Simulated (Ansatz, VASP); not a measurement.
**P in VASP and in Ansatz**

```
CELL_PARAMETERS angstrom
0.00000 0.00000 -4.43691
-3.28437 0.00000 0.00000
0.00000 34.87475 0.00000
ATOMIC_POSITIONS crystal
P 0.41738 0.00000 0.96969
P 0.58262 0.00000 0.03031
P 0.91738 0.50000 0.03031
P 0.08262 0.50000 0.96969
```

Alike in both runs: task single point; functional PBEsol; k mesh 6 × 8 × 1; occupations gaussian, width 0.05 eV; no spin polarisation.

|  | VASP | Ansatz |
| --- | --- | --- |
| version | VASP 6.6.1 | Ansatz 0.2.0 |
| potentials or method | VASP PAW PBE potentials, release 64 (P), cutoff 520 eV | scalar-relativistic, plane waves, PAW |
| valence electrons in the cell | 20 | 20 |

|  | VASP | Ansatz | Ansatz less VASP |
| --- | --- | --- | --- |
| gap on the k mesh at the Fermi level (eV) | 0.72 | 0.70 | -0.016 |
| least direct gap on the mesh (eV) | 0.72 | 0.70 | -0.016 |
| rms of the force components (eV/Å) | 0.012 | 0.002 | -0.0102 |

VASP's potentials were made for PBE, not for PBEsol. Atom by atom the forces differ by 0.013 eV/Å (rms over components).
